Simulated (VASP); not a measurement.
# GaN (F-43m) in VASP: single point with LDA

Aim: the single point of GaN with LDA.

All numbers are computed with VASP 6.6.1; they aren't measurements. Logs are shortened: lines on timing, memory, paths and dates and some standing lists are left out, and cuts for length are marked.

## (1) The cell of the first run

The structure is cubic, space group F-43m (No. 216). The conventional cell has a = 4.455 Å, b = 4.455 Å, c = 4.455 Å, α = 90.00°, β = 90.00°, γ = 90.00°. Ga (site symmetry -43m) has 4 N at 1.93 Å within 2.6 Å. N (site symmetry -43m) has 4 Ga at 1.93 Å within 2.6 Å.

## (2) Single point, LDA

INCAR reads:

```
SYSTEM = GaN
  ALGO = Normal
  EDIFF = 1E-6
  ENCUT = 1330
  GGA_COMPAT = .FALSE.
  ISIF = 2
  ISMEAR = 0
  LASPH = .TRUE.
  LCHARG = .FALSE.
  LREAL = .FALSE.
  LWAVE = .FALSE.
  NBANDS = 16
  NELM = 120
  PREC = Accurate
  SIGMA = 0.02
```

KPOINTS reads:

```
k-points
0
G
  10 10 10
  0 0 0
```

POSCAR reads:

```
GaN
1.0
    0.0000000000      2.2277008268      2.2277008268
    2.2277008268      0.0000000000      2.2277008268
    2.2277008268      2.2277008268      0.0000000000
Ga N
1 1
Direct
    0.0000000000      0.0000000000      0.0000000000
    0.2500000000      0.2500000000      0.2500000000
```

Potentials or basis: VASP PAW LDA potentials, release 64 (Ga_d, N_h).

Run with:

```console
> cat potpaw_LDA.64/Ga_d/POTCAR potpaw_LDA.64/N_h/POTCAR > POTCAR
> mpirun -np 1 vasp_std > vasp.out
```

OUTCAR:

```text
SYSTEM = GaN
   EDIFF = 1E-6
   ENCUT = 1330
   ISIF = 2
   ISMEAR = 0
   LASPH = .TRUE.
   LREAL = .FALSE.
   NELM = 120
   PREC = Accurate

 ion  position               nearest neighbor table
   1  0.000  0.000  0.000-   2 1.93   2 1.93   2 1.93   2 1.93
   2  0.250  0.250  0.250-   1 1.93   1 1.93   1 1.93   1 1.93

  LATTYP: Found a face centered cubic cell.
 ALAT       =     4.4554016536

  Lattice vectors:

 A1 = (   0.0000000000,   2.2277008268,   2.2277008268)
 A2 = (   2.2277008268,   0.0000000000,   2.2277008268)
 A3 = (   2.2277008268,   2.2277008268,   0.0000000000)

Analysis of symmetry for initial positions (statically):
=====================================================================
 Subroutine PRICEL returns:
 Original cell was already a primitive cell.

 Routine SETGRP: Setting up the symmetry group for a
 face centered cubic supercell.

 Subroutine GETGRP returns: Found 24 space group operations
 (whereof 24 operations were pure point group operations)
 out of a pool of 48 trial point group operations.

The static configuration has the point symmetry T_d .

Analysis of symmetry for dynamics (positions and initial velocities):
=====================================================================
 Subroutine PRICEL returns:
 Original cell was already a primitive cell.

 Routine SETGRP: Setting up the symmetry group for a
 face centered cubic supercell.

 Subroutine GETGRP returns: Found 24 space group operations
 (whereof 24 operations were pure point group operations)
 out of a pool of 48 trial point group operations.

The dynamic configuration has the point symmetry T_d .

 Subroutine INISYM returns: Found 24 space group operations
 (whereof 24 operations are pure point group operations),
 and found     1 'primitive' translations

----------------------------------------------------------------------------------------

                                     Primitive cell

  volume of cell :      22.1106

  direct lattice vectors                    reciprocal lattice vectors
     0.000000000  2.227700827  2.227700827    -0.224446655  0.224446655  0.224446655
     2.227700827  0.000000000  2.227700827     0.224446655 -0.224446655  0.224446655
     2.227700827  2.227700827  0.000000000     0.224446655  0.224446655 -0.224446655

  length of vectors
     3.150444722  3.150444722  3.150444722     0.388753011  0.388753011  0.388753011

  position of ions in fractional coordinates (direct lattice)
     0.000000000  0.000000000  0.000000000
     0.250000000  0.250000000  0.250000000

  ion indices of the primitive-cell ions
   primitive index   ion index
                 1           1
                 2           2

----------------------------------------------------------------------------------------

 KPOINTS: k-points

Automatic generation of k-mesh.
 Grid dimensions read from file:
 generate k-points for:   10   10   10

 Generating k-lattice:

  Cartesian coordinates                     Fractional coordinates (reciprocal lattice)
    -0.022444666  0.022444666  0.022444666     0.100000000  0.000000000  0.000000000
     0.022444666 -0.022444666  0.022444666     0.000000000  0.100000000  0.000000000
     0.022444666  0.022444666 -0.022444666     0.000000000  0.000000000  0.100000000

  Length of vectors
     0.038875301  0.038875301  0.038875301

  Shift w.r.t. Gamma in fractional coordinates (k-lattice)
     0.000000000  0.000000000  0.000000000

 Subroutine IBZKPT returns following result:
 ===========================================

 Found     47 irreducible k-points:

 Following reciprocal coordinates:
            Coordinates               Weight
  0.000000  0.000000  0.000000      1.000000
  0.100000  0.000000  0.000000      8.000000
  0.200000  0.000000  0.000000      8.000000
  0.300000  0.000000  0.000000      8.000000
  0.400000  0.000000  0.000000      8.000000
  0.500000  0.000000  0.000000      4.000000
[... 16 lines left out ...]
  0.300000  0.300000  0.000000      6.000000
  0.400000  0.300000  0.000000     24.000000
 [... further k-points ...]
   k-points           NKPTS =     47   k-points in BZ     NKDIM =     47   number of bands    NBANDS=     16
   number of dos      NEDOS =    301   number of ions     NIONS =      2
   total plane-waves  NPLWV =  64000
   dimension x,y,z NGX =    40 NGY =   40 NGZ =   40
   dimension x,y,z NGXF=    80 NGYF=   80 NGZF=   80
   ions per type =               1   1
   NGX,Y,Z   is equivalent  to a cutoff of  21.11, 21.11, 21.11 a.u.
   NGXF,Y,Z  is equivalent  to a cutoff of  42.22, 42.22, 42.22 a.u.
 SYSTEM =  GaN
   PREC   = accura    normal or accurate (medium, high low for compatibility)
   ISTART =      0    job   : 0-new  1-cont  2-samecut
   ICHARG =      2    charge: 1-file 2-atom 10-const
   ISPIN  =      1    spin polarized calculation?
   LNONCOLLINEAR =      F non collinear calculations
   LSORBIT =      F    spin-orbit coupling
   LASPH  =      T    aspherical Exc in radial PAW
   ENCUT  = 1330.0 eV  97.75 Ry    9.89 a.u.   9.37  9.37  9.37*2*pi/ulx,y,z
   NELM   =    120;   NELMIN=  2; NELMDL= -5     # of ELM steps
   EDIFF  = 0.1E-05   stopping-criterion for ELM
   LREAL  =      F    real-space projection
   EDIFFG = 0.1E-04   stopping-criterion for IOM
   NSW    =      0    number of steps for IOM
   IBRION =     -1    ionic relax: 0-MD 1-quasi-New 2-CG
   NFREE  =      0    steps in history (QN), initial steepest desc. (CG)
   ISIF   =      2    stress and relaxation
   ISYM   =      2    0-nonsym 1-usesym 2-fastsym
   POTIM  = 0.5000    time-step for ionic-motion
   TEBEG  =    0.0;   TEEND  =   0.0 temperature during run
   PSTRESS=    0.0 pullay stress
   NELECT =      18.0000    total number of electrons
   NUPDOWN=      -1.0000    fix difference up-down
   EMIN   =  10.00;   EMAX   =-10.00  energy-range for DOS
   EFERMI =   0.00;   METHOD = LEGACY
   ISMEAR =     0;   SIGMA  =   0.02  broadening in eV -4-tet -1-fermi 0-gaus
   EFERMI_NEDOS =   21; number of points for ismear=-14 and -15
   IALGO  =     38    algorithm
   IMIX   =      4    mixing-type and parameters
     AMIX     =   0.40;   BMIX     =  1.00
     AMIX_MAG =   1.60;   BMIX_MAG =  1.00
  volume/ion in A,a.u.               =      11.06        74.60
  Fermi-wavevector in a.u.,A,eV,Ry     =   1.528617  2.888668 31.792342  2.336671
  Thomas-Fermi vector in A             =   2.636351
   LORBIT       =      0    0 simple, 1 ext, 2 COOP (PROOUT), +10 PAW based schemes
   GGA     = CA    functional components
   LHFCALC =     F    Hartree Fock is set to
   AEXX    =    0.0000 exact exchange contribution
   IVDW    =     0    specifies the selected vdW correction
   LEPSILON=     F    determine dielectric tensor
   LRPA    =     F    only Hartree local field effects (RPA)
 non-spin polarized calculation
 Gauss-broadening in eV      SIGMA  =   0.02
  energy-cutoff  :     1330.00
  volume of cell :       22.11
 maximum number of plane-waves:      2454
 NGX is ok and might be reduce to    40
   NGX = 19   NGY = 19   NGZ = 19

 number of electron      18.0000001 magnetization

 Free energy of the ion-electron system (eV)
  ---------------------------------------------------
  ext. energy  EPLUGINS =         0.00000000
  ---------------------------------------------------
  free energy    TOTEN  =       -13.94716650 eV

  energy without entropy =      -13.94716650  energy(sigma->0) =      -13.94716650

 E-fermi :   5.9451     XC(G=0): -12.3189

 val. band max:        5.7380401666   @ k =   0.0000   0.0000   0.0000
 cond. band min:       7.7118687090   @ k =   0.0000   0.0000   0.0000
 fundamental gap:      1.9738285424
 Fermi energy:         5.9450718687

 k-point     1 :       0.0000    0.0000    0.0000
  band No.  band energies     occupation
      1     -10.3684      2.00000
      2      -7.8524      2.00000
      3      -7.8524      2.00000
      4      -7.8524      2.00000
      5      -7.4981      2.00000
      6      -7.4981      2.00000
[... 8 lines left out ...]
     15      24.6822      0.00000
     16      24.6822      0.00000

 k-point     2 :       0.1000    0.0000    0.0000
  band No.  band energies     occupation
      1     -10.2488      2.00000
      2      -7.8374      2.00000
      3      -7.8374      2.00000
      4      -7.8145      2.00000
      5      -7.4996      2.00000
      6      -7.4996      2.00000
[... 8 lines left out ...]
     15      23.4006      0.00000
     16      23.4006      0.00000

 k-point     3 :       0.2000    0.0000    0.0000
  band No.  band energies     occupation
      1      -9.9470      2.00000
      2      -7.8026      2.00000
      3      -7.8026      2.00000
      4      -7.6485      2.00000
      5      -7.4985      2.00000
      6      -7.4985      2.00000
[... 8 lines left out ...]
     15      22.6254      0.00000
     16      22.6254      0.00000

 k-point     4 :       0.3000    0.0000    0.0000
  band No.  band energies     occupation
      1      -9.6292      2.00000
      2      -7.7717      2.00000
      3      -7.7717      2.00000
      4      -7.4836      2.00000
      5      -7.4836      2.00000
      6      -7.2229      2.00000
[... 8 lines left out ...]
     15      23.1339      0.00000
     16      23.1339      0.00000

 k-point     5 :       0.4000    0.0000    0.0000
  band No.  band energies     occupation
      1      -9.4451      2.00000
      2      -7.7586      2.00000
      3      -7.7586      2.00000
      4      -7.4586      2.00000
      5      -7.4586      2.00000
      6      -6.5402      2.00000
[... 8 lines left out ...]
     15      24.5783      0.00000
     16      24.5783      0.00000

 k-point     6 :       0.5000    0.0000    0.0000
  band No.  band energies     occupation
      1      -9.3936      2.00000
      2      -7.7563      2.00000
      3      -7.7563      2.00000
      4      -7.4461      2.00000
      5      -7.4461      2.00000
      6      -6.1186      2.00000
[... 8 lines left out ...]
     15      25.6114      0.00000
     16      25.6114      0.00000

 k-point     7 :       0.1000    0.1000    0.0000
  band No.  band energies     occupation
      1     -10.2093      2.00000
      2      -7.8240      2.00000
      3      -7.8240      2.00000
      4      -7.8192      2.00000
      5      -7.5097      2.00000
      6      -7.4900      2.00000
[... 8 lines left out ...]
     15      24.9930      0.00000
     16      25.4039      0.00000

 k-point     8 :       0.2000    0.1000    0.0000
  band No.  band energies     occupation
      1      -9.9696      2.00000
      2      -7.8027      2.00000
      3      -7.7879      2.00000
      4      -7.7055      2.00000
      5      -7.5082      2.00000
      6      -7.4820      2.00000
[... 8 lines left out ...]
     15      24.4847      0.00000
     16      24.6248      0.00000

 k-point     9 :       0.3000    0.1000    0.0000
  band No.  band energies     occupation
      1      -9.6620      2.00000
      2      -7.7743      2.00000
      3      -7.7524      2.00000
      4      -7.5564      2.00000
      5      -7.4681      2.00000
      6      -7.3046      2.00000
[... 8 lines left out ...]
     15      23.6351      0.00000
     16      24.6040      0.00000
[... 172 lines left out ...]
 k-point    19 :       0.5000    0.2000    0.0000
  band No.  band energies     occupation
      1      -9.3127      2.00000
      2      -7.7405      2.00000
      3      -7.6704      2.00000
      4      -7.5472      2.00000
      5      -7.4417      2.00000
      6      -6.0117      2.00000
[... 8 lines left out ...]
     15      26.1908      0.00000
     16      26.6066      0.00000

 k-point    20 :      -0.4000    0.2000    0.0000
  band No.  band energies     occupation
      1      -9.3054      2.00000
      2      -7.7457      2.00000
      3      -7.6771      2.00000
      4      -7.5129      2.00000
      5      -7.4687      2.00000
      6      -5.8639      2.00000
[... 8 lines left out ...]
     15      24.5690      0.00000
     16      26.2455      0.00000

 k-point    21 :      -0.3000    0.2000    0.0000
  band No.  band energies     occupation
      1      -9.3709      2.00000
      2      -7.7471      2.00000
      3      -7.6968      2.00000
      4      -7.5062      2.00000
      5      -7.5051      2.00000
      6      -6.4009      2.00000
[... 8 lines left out ...]
     15      23.1987      0.00000
     16      26.6124      0.00000

 k-point    22 :      -0.2000    0.2000    0.0000
  band No.  band energies     occupation
      1      -9.5319      2.00000
      2      -7.7549      2.00000
      3      -7.7372      2.00000
      4      -7.5236      2.00000
      5      -7.5174      2.00000
      6      -7.0269      2.00000
[... 8 lines left out ...]
     15      23.2379      0.00000
     16      26.5304      0.00000

 k-point    23 :       0.3000    0.3000    0.0000
  band No.  band energies     occupation
      1      -9.4406      2.00000
      2      -7.6995      2.00000
      3      -7.6426      2.00000
      4      -7.6426      2.00000
      5      -7.4425      2.00000
      6      -7.0109      2.00000
[... 8 lines left out ...]
     15      28.0516      0.00000
     16      28.6386      0.00000

 k-point    24 :       0.4000    0.3000    0.0000
  band No.  band energies     occupation
      1      -9.3210      2.00000
      2      -7.7180      2.00000
      3      -7.6053      2.00000
      4      -7.6039      2.00000
      5      -7.4312      2.00000
      6      -6.5060      2.00000
[... 8 lines left out ...]
     15      28.4410      0.00000
     16      28.4746      0.00000

 [... further k-points ...]

------------------------ aborting loop because EDIFF is reached ----------------------------------------

  FORCE on cell =-STRESS in cart. coord.  units (eV):
  Direction    XX          YY          ZZ          XY          YZ          ZX
  --------------------------------------------------------------------------------------
  -------------------------------------------------------------------------------------
  Total        0.1340106      0.1340106      0.1340106      0.0000000      0.0000000      0.0000000
  in kB        9.7106692      9.7106692      9.7106692      0.0000000      0.0000000      0.0000000
  external PRESSURE =       9.7106692 kB  Pullay stress =       0.0000000 kB

 VOLUME and BASIS-vectors are now :
 -----------------------------------------------------------------------------
  energy-cutoff  :     1330.00
  volume of cell :       22.11
      direct lattice vectors                 reciprocal lattice vectors
     0.000000000  2.227700827  2.227700827    -0.224446655  0.224446655  0.224446655
     2.227700827  0.000000000  2.227700827     0.224446655 -0.224446655  0.224446655
     2.227700827  2.227700827  0.000000000     0.224446655  0.224446655 -0.224446655

 POSITION                                       TOTAL-FORCE (eV/Angst)
 -----------------------------------------------------------------------------------
      0.00000      0.00000      0.00000        -0.000000      0.000000     -0.000000
      1.11385      1.11385      1.11385         0.000000     -0.000000      0.000000
 -----------------------------------------------------------------------------------
    total drift:                               -0.000000     -0.000000     -0.000000

  FREE ENERGIE OF THE ION-ELECTRON SYSTEM (eV)
  ---------------------------------------------------
  free  energy   TOTEN  =       -13.9471665040 eV

  energy  without entropy=      -13.9471665040  energy(sigma->0) =      -13.94716650
```

Wall time 42 s (1 thread of Intel Xeon Platinum 8375C at 2.90GHz (Ice Lake), shared host); peak memory 0.25 GiB.

Results:

```
Free energy            : -13.9472 eV
Pressure               : 1.0 GPa
Band gap on the k mesh : 1.97 eV
```

Levels at points of the mesh, in eV from the valence-band top:
```
           k point  band 5  band 6  band 7  band 8  band 9  band 10  band 11  band 12  band 13  band 14
(0.00, 0.00, 0.00)  -13.24  -13.24    0.00    0.00    0.00     1.97    10.33    10.33    10.33    17.77
(0.50, 0.00, 0.00)  -13.18  -11.86   -7.35   -1.02   -1.02     4.78     8.77    10.39    10.39    15.69
(0.50, 0.50, 0.00)  -13.15  -11.38   -6.35   -2.86   -2.86     3.26     6.69    11.75    14.12    14.12
```
